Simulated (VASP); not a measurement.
# SnSe2 (P-3m1) in VASP: notebook

Runs on SnSe2. Level: r2SCAN. Tasks: single point.

All numbers are computed with VASP 6.6.1; they aren't measurements. Logs are shortened: lines on timing, memory, paths and dates and some standing lists are left out, and cuts for length are marked.

### Step 1. The cell of the first run

The structure is trigonal, space group P-3m1 (No. 164). Conventional cell: a = 3.827 Å, b = 3.827 Å, c = 6.290 Å, α = 90.00°, β = 90.00°, γ = 120.00°. Sn (site symmetry -3m) has 6 Se at 2.71 Å within 3.6 Å. Se (site symmetry 3m) has 3 Sn at 2.71 Å within 3.6 Å.

### Step 2. Single point, r2SCAN (volume scaled by 0.960)

The input, POSCAR:

```
SnSe2
1.0
    3.8272480069      0.0000000000      0.0000000000
   -1.9136240035      3.3144940005      0.0000000000
    0.0000000000      0.0000000000      6.2896678472
Sn Se
1 2
Direct
    0.0000000000      0.0000000000      0.0000000000
    0.3333333333      0.6666666667      0.2502581457
    0.6666666667      0.3333333333      0.7497418543
```

The input, INCAR.step1:

```
PREC = Accurate
ENCUT = 520
ISMEAR = 0
SIGMA = 0.05
LREAL = F
LASPH = T
NELM = 80
NBANDS = 20
GGA = PE
ALGO = Normal
EDIFF = 1E-4
LWAVE = T
LCHARG = F
```

The input, INCAR.step2:

```
PREC = Accurate
ENCUT = 520
EDIFF = 1E-7
ISMEAR = 0
SIGMA = 0.05
LREAL = F
LASPH = T
NELM = 80
ALGO = Normal
ISIF = 2
LWAVE = F
LCHARG = T
METAGGA = R2SCAN
LMIXTAU = T
LELF = T
LVHAR = T
NBANDS = 20
ISTART = 1
```

The input, KPOINTS:

```
Automatic mesh
0
Gamma
  10 10 6
```

Potentials or basis: VASP PAW PBE potentials, release 64 (Sn_d, Se).

Launch:

```console
cat potpaw_PBE.64/Sn_d/POTCAR potpaw_PBE.64/Se/POTCAR > POTCAR
cp INCAR.step1 INCAR
mpirun -np 1 vasp_std > vasp.out
cp INCAR.step2 INCAR
mpirun -np 1 vasp_std > vasp.out
```

OUTCAR:

```text
PREC = Accurate
   ENCUT = 520
   EDIFF = 1E-7
   ISMEAR = 0
   LREAL = F
   LASPH = T
   NELM = 80
   ISIF = 2
   METAGGA = R2SCAN
   ISTART = 1

 ion  position               nearest neighbor table
   1  0.000  0.000  0.000-   2 2.71   3 2.71   2 2.71   3 2.71   3 2.71   2 2.71
   2  0.333  0.667  0.250-   1 2.71   1 2.71   1 2.71
   3  0.667  0.333  0.750-   1 2.71   1 2.71   1 2.71

  LATTYP: Found a hexagonal cell.
 ALAT       =     3.8272480069
 C/A-ratio  =     1.6433917624

  Lattice vectors:

 A1 = (   3.8272480069,   0.0000000000,   0.0000000000)
 A2 = (  -1.9136240035,   3.3144940005,   0.0000000000)
 A3 = (   0.0000000000,   0.0000000000,   6.2896678472)

Analysis of symmetry for initial positions (statically):
=====================================================================
 Subroutine PRICEL returns:
 Original cell was already a primitive cell.

 Routine SETGRP: Setting up the symmetry group for a
 hexagonal supercell.

 Subroutine GETGRP returns: Found 12 space group operations
 (whereof 12 operations were pure point group operations)
 out of a pool of 24 trial point group operations.

The static configuration has the point symmetry D_3d.

Analysis of symmetry for dynamics (positions and initial velocities):
=====================================================================
 Subroutine PRICEL returns:
 Original cell was already a primitive cell.

 Routine SETGRP: Setting up the symmetry group for a
 hexagonal supercell.

 Subroutine GETGRP returns: Found 12 space group operations
 (whereof 12 operations were pure point group operations)
 out of a pool of 24 trial point group operations.

The dynamic configuration has the point symmetry D_3d.

 Subroutine INISYM returns: Found 12 space group operations
 (whereof 12 operations are pure point group operations),
 and found     1 'primitive' translations

----------------------------------------------------------------------------------------

                                     Primitive cell

  volume of cell :      79.7869

  direct lattice vectors                    reciprocal lattice vectors
     3.827248007  0.000000000  0.000000000     0.261284348  0.150852589  0.000000000
    -1.913624004  3.314494000  0.000000000     0.000000000  0.301705177  0.000000000
     0.000000000  0.000000000  6.289667847     0.000000000  0.000000000  0.158990908

  length of vectors
     3.827248007  3.827248007  6.289667847     0.301705177  0.301705177  0.158990908

  position of ions in fractional coordinates (direct lattice)
     0.000000000  0.000000000  0.000000000
     0.333333333  0.666666667  0.250258146
     0.666666667  0.333333333  0.749741854

  ion indices of the primitive-cell ions
   primitive index   ion index
                 1           1
                 2           2
                 3           3

----------------------------------------------------------------------------------------

 KPOINTS: Automatic mesh

Automatic generation of k-mesh.
 Grid dimensions read from file:
 generate k-points for:   10   10    6

 Generating k-lattice:

  Cartesian coordinates                     Fractional coordinates (reciprocal lattice)
     0.026128435  0.015085259  0.000000000     0.100000000 -0.000000000  0.000000000
     0.000000000  0.030170518  0.000000000     0.000000000  0.100000000  0.000000000
     0.000000000  0.000000000  0.026498485     0.000000000  0.000000000  0.166666667

  Length of vectors
     0.030170518  0.030170518  0.026498485

  Shift w.r.t. Gamma in fractional coordinates (k-lattice)
     0.000000000  0.000000000  0.000000000

 Subroutine IBZKPT returns following result:
 ===========================================

 Found     72 irreducible k-points:

 Following reciprocal coordinates:
            Coordinates               Weight
  0.000000  0.000000  0.000000      1.000000
  0.100000 -0.000000  0.000000      6.000000
  0.200000 -0.000000  0.000000      6.000000
  0.300000 -0.000000  0.000000      6.000000
  0.400000 -0.000000  0.000000      6.000000
  0.500000 -0.000000  0.000000      3.000000
[... 16 lines left out ...]
  0.000000  0.400000  0.166667      6.000000
  0.500000 -0.000000  0.166667      6.000000
 [... further k-points ...]
   k-points           NKPTS =     72   k-points in BZ     NKDIM =     72   number of bands    NBANDS=     20
   number of dos      NEDOS =    301   number of ions     NIONS =      3
   total plane-waves  NPLWV =  37632
   dimension x,y,z NGX =    28 NGY =   28 NGZ =   48
   dimension x,y,z NGXF=    56 NGYF=   56 NGZF=   96
   ions per type =               1   2
   NGX,Y,Z   is equivalent  to a cutoff of  12.16, 12.16, 12.69 a.u.
   NGXF,Y,Z  is equivalent  to a cutoff of  24.32, 24.32, 25.37 a.u.
 SYSTEM =  unknown system
   PREC   = accura    normal or accurate (medium, high low for compatibility)
   ISTART =      1    job   : 0-new  1-cont  2-samecut
   ICHARG =      0    charge: 1-file 2-atom 10-const
[... 36 lines left out ...]
   LRPA    =     F    only Hartree local field effects (RPA)
 non-spin polarized calculation
 Gauss-broadening in eV      SIGMA  =   0.05
  energy-cutoff  :      520.00
  volume of cell :       79.79
 maximum number of plane-waves:      2172
   NGX = 15   NGY = 15   NGZ = 23

 number of electron      25.9999999 magnetization

 Free energy of the ion-electron system (eV)
  ---------------------------------------------------
  ext. energy  EPLUGINS =         0.00000000
  ---------------------------------------------------
  free energy    TOTEN  =       -54.63070188 eV

  energy without entropy =      -54.63070188  energy(sigma->0) =      -54.63070188

 E-fermi :   3.6870     XC(G=0):  -9.8506

 val. band max:        3.4774187267   @ k =   0.1000   0.1000   0.0000
 cond. band min:       4.4868950870   @ k =   0.5000  -0.0000   0.3333
 fundamental gap:      1.0094763603
 Fermi energy:         3.6870009730

 k-point     1 :       0.0000    0.0000    0.0000
  band No.  band energies     occupation
      1     -18.3515      2.00000
      2     -18.3514      2.00000
      3     -18.2952      2.00000
      4     -18.2875      2.00000
      5     -18.2875      2.00000
      6     -10.7238      2.00000
[... 12 lines left out ...]
     19      13.0795      0.00000
     20      13.0796      0.00000

 k-point     2 :       0.1000   -0.0000    0.0000
  band No.  band energies     occupation
      1     -18.3565      2.00000
      2     -18.3482      2.00000
      3     -18.2927      2.00000
      4     -18.2894      2.00000
      5     -18.2868      2.00000
      6     -10.6231      2.00000
[... 12 lines left out ...]
     19      12.4575      0.00000
     20      13.2177      0.00000

 k-point     3 :       0.2000   -0.0000    0.0000
  band No.  band energies     occupation
      1     -18.3707      2.00000
      2     -18.3408      2.00000
      3     -18.2960      2.00000
      4     -18.2835      2.00000
      5     -18.2834      2.00000
      6     -10.3313      2.00000
[... 12 lines left out ...]
     19      12.3148      0.00000
     20      13.5436      0.00000

 k-point     4 :       0.3000   -0.0000    0.0000
  band No.  band energies     occupation
      1     -18.3895      2.00000
      2     -18.3344      2.00000
      3     -18.3022      2.00000
      4     -18.2767      2.00000
      5     -18.2728      2.00000
      6      -9.8867      2.00000
[... 12 lines left out ...]
     19      12.8239      0.00000
     20      13.7116      0.00000

 k-point     5 :       0.4000   -0.0000    0.0000
  band No.  band energies     occupation
      1     -18.4051      2.00000
      2     -18.3314      2.00000
      3     -18.3068      2.00000
      4     -18.2689      2.00000
      5     -18.2641      2.00000
      6      -9.3869      2.00000
[... 12 lines left out ...]
     19      13.6353      0.00000
     20      14.3938      0.00000
[... 353 lines left out ...]
      6      -9.8550      2.00000
[... 12 lines left out ...]
     19      12.3879      0.00000
     20      13.1269      0.00000

 k-point    22 :       0.4000   -0.0000    0.1667
  band No.  band energies     occupation
      1     -18.4051      2.00000
      2     -18.3314      2.00000
      3     -18.3068      2.00000
      4     -18.2689      2.00000
      5     -18.2641      2.00000
      6      -9.3612      2.00000
[... 12 lines left out ...]
     19      14.0748      0.00000
     20      14.9824      0.00000

 k-point    23 :       0.0000    0.4000    0.1667
  band No.  band energies     occupation
      1     -18.4051      2.00000
      2     -18.3314      2.00000
      3     -18.3068      2.00000
      4     -18.2689      2.00000
      5     -18.2641      2.00000
      6      -9.3619      2.00000
[... 12 lines left out ...]
     19      12.9005      0.00000
     20      14.3730      0.00000

 k-point    24 :       0.5000   -0.0000    0.1667
  band No.  band energies     occupation
      1     -18.4111      2.00000
      2     -18.3307      2.00000
      3     -18.3085      2.00000
      4     -18.2655      2.00000
      5     -18.2608      2.00000
      6      -9.0802      2.00000
[... 12 lines left out ...]
     19      13.6640      0.00000
     20      15.0931      0.00000

 [... further k-points ...]
[... 5 lines left out ...]
  --------------------------------------------------------------------------------------
  -------------------------------------------------------------------------------------
  Total        0.4250728      0.4250728      0.4128775     -0.0000000      0.0000000      0.0000000
  in kB        8.5357638      8.5357638      8.2908728     -0.0000000      0.0000000      0.0000000
  external PRESSURE =       8.4541334 kB  Pullay stress =       0.0000000 kB

 VOLUME and BASIS-vectors are now :
 -----------------------------------------------------------------------------
  energy-cutoff  :      520.00
  volume of cell :       79.79
      direct lattice vectors                 reciprocal lattice vectors
     3.827248007  0.000000000  0.000000000     0.261284348  0.150852589  0.000000000
    -1.913624004  3.314494000  0.000000000     0.000000000  0.301705177  0.000000000
     0.000000000  0.000000000  6.289667847     0.000000000  0.000000000  0.158990908

 POSITION                                       TOTAL-FORCE (eV/Angst)
 -----------------------------------------------------------------------------------
      0.00000      0.00000      0.00000         0.000000      0.000000     -0.000000
     -0.00000      2.20966      1.57404         0.000000      0.000000      0.012012
      1.91362      1.10483      4.71563        -0.000000      0.000000     -0.012012
 -----------------------------------------------------------------------------------
    total drift:                               -0.000000     -0.000000      0.000000

  FREE ENERGIE OF THE ION-ELECTRON SYSTEM (eV)
  ---------------------------------------------------
  free  energy   TOTEN  =       -54.6307018765 eV

  energy  without entropy=      -54.6307018765  energy(sigma->0) =      -54.63070188
```

It took 2.8 min on 1 thread of Intel Xeon 6975P-C (Granite Rapids), shared host; peak memory 0.27 GiB.

What came out:

| Property | Result |
| --- | --- |
| Free energy | -54.6307 eV |
| Pressure | 0.8 GPa |
| Largest force | 0.012 eV/Å |
| Band gap on the k mesh | 1.01 eV, indirect (least direct gap 1.52 eV) |

Forces in eV/Å, atoms in the order of the input:
```
Sn   0.000  0.000  0.000
Se   0.000  0.000  0.012
Se   0.000  0.000 -0.012
```

Levels at points of the mesh, in eV from the valence-band top:
| k point | band 11 | band 12 | band 13 | band 14 | band 15 | band 16 |
| --- | --- | --- | --- | --- | --- | --- |
| (0.00, 0.00, 0.00) | -0.25 | -0.25 | -0.11 | 1.49 | 3.62 | 5.10 |
| (0.50, 0.00, 0.00) | -2.48 | -1.12 | -0.25 | 1.42 | 4.32 | 5.87 |
| (0.00, 0.00, 0.50) | -0.64 | -0.11 | -0.11 | 2.81 | 3.56 | 4.86 |
| (0.50, 0.00, 0.50) | -1.98 | -0.76 | -0.60 | 1.05 | 4.71 | 5.25 |

Caveat: the cell differs from its parent crystal (volume scaled by 0.960); the PAW data sets were made with another functional, which shifts forces and pressure a little; spin-orbit coupling is left out, which moves the levels of the heavy elements.

### Step 3. Single point, r2SCAN

This run uses another cell than the first one, of 27.14 Å³/atom, 1.020 times its volume.

The input, POSCAR:

```
SnSe2
1.0
    3.8323798716      0.0000000000      0.0000000000
   -1.9161899358      3.3189383258      0.0000000000
    0.0000000000      0.0000000000      6.4008718379
Sn Se
1 2
Direct
    0.0000000000      0.0000000000      0.0000000000
    0.3333333333      0.6666666667      0.2460712768
    0.6666666667      0.3333333333      0.7539287232
```

The input, INCAR.step1:

```
SYSTEM = SnSe2
PREC     = Accurate       ! precision mode
ENCUT    = 520            ! plane-wave cutoff, eV
ISMEAR   = 0              ! smearing method
SIGMA    = 0.05           ! smearing width, eV
LREAL    = .FALSE.        ! projectors in reciprocal space
LASPH    = .TRUE.         ! aspherical terms in the spheres
NELM     = 60             ! most SCF steps
NBANDS   = 20             ! bands
GGA      = PE             ! functional
ALGO     = Normal         ! electronic algorithm
EDIFF    = 1E-4           ! SCF threshold, eV
LWAVE    = .TRUE.         ! write WAVECAR
LCHARG   = .FALSE.        ! write CHGCAR
```

The input, INCAR.step2:

```
SYSTEM = SnSe2
PREC     = Accurate       ! precision mode
ENCUT    = 520            ! plane-wave cutoff, eV
EDIFF    = 1E-7           ! SCF threshold, eV
ISMEAR   = 0              ! smearing method
SIGMA    = 0.05           ! smearing width, eV
LREAL    = .FALSE.        ! projectors in reciprocal space
LASPH    = .TRUE.         ! aspherical terms in the spheres
NELM     = 60             ! most SCF steps
ALGO     = Normal         ! electronic algorithm
ISIF     = 2              ! what is computed and relaxed
LWAVE    = .FALSE.        ! write WAVECAR
LCHARG   = .FALSE.        ! write CHGCAR
METAGGA  = R2SCAN         ! meta-GGA
LMIXTAU  = .TRUE.       
NBANDS   = 20             ! bands
ISTART   = 1
```

The input, KPOINTS:

```
Automatic mesh
0
G
  10 10 6
  0 0 0
```

Potentials or basis: VASP PAW PBE potentials, release 64 (Sn_d, Se).

Launch:

```console
cat potpaw_PBE.64/Sn_d/POTCAR potpaw_PBE.64/Se/POTCAR > POTCAR
cp INCAR.step1 INCAR
mpirun -np 1 vasp_std > vasp.out
cp INCAR.step2 INCAR
mpirun -np 1 vasp_std > vasp.out
```

Wall time 3.4 min (1 thread of Intel Xeon 6975P-C (Granite Rapids), shared host); peak memory 0.28 GiB.

The run converged. Its results:

| Quantity | Value |
| --- | --- |
| Free energy | -54.6368 eV |
| Pressure | 0.4 GPa |
| Largest force | 0.008 eV/Å |
| Band gap on the k mesh | 1.02 eV, indirect (least direct gap 1.49 eV) |

Forces on the atoms (eV/Å):
```
Sn   0.000  0.000  0.000
Se   0.000  0.000  0.008
Se   0.000  0.000 -0.008
```

Stress tensor (GPa, compression positive):
```
0.47 0.00 0.00
0.00 0.47 0.00
0.00 0.00 0.38
```

Levels at points of the mesh, in eV from the valence-band top:
| k point | band 9 | band 10 | band 11 | band 12 | band 13 | band 14 | band 15 | band 16 | band 17 | band 18 |
| --- | --- | --- | --- | --- | --- | --- | --- | --- | --- | --- |
| (0.00, 0.00, 0.00) | -0.53 | -0.53 | -0.21 | -0.21 | -0.19 | 1.51 | 3.63 | 5.09 | 5.09 | 8.53 |
| (0.50, 0.00, 0.00) | -4.36 | -2.74 | -2.43 | -1.03 | -0.25 | 1.38 | 4.35 | 5.94 | 6.01 | 7.32 |
| (0.00, 0.00, 0.50) | -1.91 | -0.60 | -0.60 | -0.10 | -0.10 | 2.75 | 3.57 | 4.89 | 4.89 | 8.81 |
| (0.50, 0.00, 0.50) | -4.70 | -2.31 | -1.99 | -0.72 | -0.53 | 1.04 | 4.73 | 5.28 | 6.33 | 6.61 |

Caveat: the PAW data sets were made with another functional, which shifts forces and pressure a little; spin-orbit coupling is left out, which moves the levels of the heavy elements. A k mesh can miss the band edges.

### Step 4. Single point, r2SCAN (volume scaled by 0.980)

The input, POSCAR:

```
SnSe2
1.0
    3.8338966070      0.0000000000      0.0000000000
   -1.9169483035      3.3202518571      0.0000000000
    0.0000000000      0.0000000000      6.3984528182
Sn Se
1 2
Direct
    0.0000000000      0.0000000000      0.0000000000
    0.3333333333      0.6666666667      0.2460417411
    0.6666666667      0.3333333333      0.7539582589
```

The input, INCAR.step1:

```
SYSTEM = SnSe2
PREC = Accurate ; ENCUT = 520
ISMEAR = 0 ; SIGMA = 0.05
LREAL = .FALSE. ; LASPH = .TRUE.
NELM = 60 ; NBANDS = 20
GGA = PE ; ALGO = Normal
EDIFF = 1E-4 ; LWAVE = .TRUE.
LCHARG = .FALSE.
```

The input, INCAR.step2:

```
SYSTEM = SnSe2
PREC = Accurate ; ENCUT = 520
EDIFF = 1E-6 ; ISMEAR = 0
SIGMA = 0.05 ; LREAL = .FALSE.
LASPH = .TRUE. ; NELM = 60
ALGO = Normal ; ISIF = 2
LWAVE = .FALSE. ; LCHARG = .FALSE.
METAGGA = R2SCAN ; LMIXTAU = .TRUE.
NBANDS = 20 ; ISTART = 1
```

KPOINTS is that of step 3.

Launch:

```console
cat potpaw_PBE.64/Sn_d/POTCAR potpaw_PBE.64/Se/POTCAR > POTCAR
cp INCAR.step1 INCAR
mpirun -np 1 vasp_std > vasp.out
cp INCAR.step2 INCAR
mpirun -np 1 vasp_std > vasp.out
```

Run time: 3 min. Hardware: 1 thread of Intel Xeon 6975P-C (Granite Rapids), shared host; peak memory 0.27 GiB.

Results (log left out):

```
Free energy            : -54.6369 eV
Pressure               : 0.4 GPa
Largest force          : 0.011 eV/Å
Band gap on the k mesh : 1.03 eV, indirect (least direct gap 1.49 eV)
```

Forces on the atoms (eV/Å):
```
Sn   0.000  0.000  0.000
Se   0.000  0.000  0.011
Se   0.000  0.000 -0.011
```

Levels at points of the mesh, in eV from the valence-band top:
| k point | band 9 | band 10 | band 11 | band 12 | band 13 | band 14 | band 15 | band 16 | band 17 | band 18 |
| --- | --- | --- | --- | --- | --- | --- | --- | --- | --- | --- |
| (0.00, 0.00, 0.00) | -0.53 | -0.53 | -0.21 | -0.21 | -0.18 | 1.50 | 3.63 | 5.09 | 5.09 | 8.54 |
| (0.50, 0.00, 0.00) | -4.36 | -2.73 | -2.43 | -1.02 | -0.24 | 1.38 | 4.35 | 5.94 | 6.02 | 7.33 |
| (0.00, 0.00, 0.50) | -1.90 | -0.60 | -0.60 | -0.10 | -0.10 | 2.74 | 3.57 | 4.89 | 4.89 | 8.82 |
| (0.50, 0.00, 0.50) | -4.70 | -2.31 | -1.98 | -0.71 | -0.53 | 1.05 | 4.74 | 5.28 | 6.34 | 6.61 |

Caveat: the cell differs from its parent crystal (volume scaled by 0.980); the PAW data sets were made with another functional, which shifts forces and pressure a little; spin-orbit coupling is left out, which moves the levels of the heavy elements. A k mesh can miss the band edges.

### Step 5. Overview

| cell | gap on the mesh (eV) | pressure (GPa) | largest force (eV/Å) |
| --- | --- | --- | --- |
| a = 3.827, b = 3.827, c = 6.290 Å, angles 90.0, 90.0, 120.0°, 3 atoms | 1.01 | 0.8 | 0.01 |
| a = 3.832, b = 3.832, c = 6.401 Å, angles 90.0, 90.0, 120.0°, 3 atoms | 1.02 | 0.4 | 0.01 |
| a = 3.834, b = 3.834, c = 6.398 Å, angles 90.0, 90.0, 120.0°, 3 atoms | 1.03 | 0.4 | 0.01 |

Alike in all rows: task single point; level r2SCAN; potentials or basis VASP PAW PBE potentials, release 64 (Sn_d, Se); no spin polarisation; k mesh 10 × 10 × 6; cutoff (eV) 520; smearing gaussian 0.05 eV.

Caveats: the PAW data sets were made with another functional, which shifts forces and pressure a little; spin-orbit coupling is left out, which moves the levels of the heavy elements.

Absolute energies hang on the potentials; compare differences alone.
